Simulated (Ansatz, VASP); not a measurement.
**KZnF3 in VASP and in Ansatz**

```xyz
5
Lattice="4.0500 0.0000 0.0000 0.0000 4.0500 0.0000 0.0000 0.0000 4.0500" Properties=species:S:1:pos:R:3 pbc="T T T"
Zn    2.0250    2.0250    2.0250
K     0.0000    0.0000    0.0000
F     2.0250    0.0000    2.0250
F     0.0000    2.0250    2.0250
F     2.0250    2.0250    0.0000
```

Alike in both runs: functional PBE; k mesh 7 × 7 × 7; occupations fermi-dirac, width 0.05 eV; no spin polarisation.

|  | VASP | Ansatz |
| --- | --- | --- |
| version | VASP 6.6.1 | Ansatz 0.2.0 |
| potentials or method | VASP PAW PBE potentials, release 64 (Zn, K_sv, F) | Ansatz PAW |
| plane-wave cutoff (eV) | 520 | 420 |
| valence electrons in the cell | 42 | 42 |
| task | single point | band structure |

Ansatz gave:

```
gap on the k mesh at the Fermi level (eV) : 3.97
least direct gap on the mesh (eV)         : 5.69
pressure (GPa)                            : 4.6
```

**Question.** Estimate VASP's values.

**Answer.** gap on the k mesh at the Fermi level (eV): 3.90; least direct gap on the mesh (eV): 5.65; pressure (GPa): 5.0.

Noted on Ansatz's run: the k mesh misses the band edges, so the gap on the mesh is wider than the one along the path.
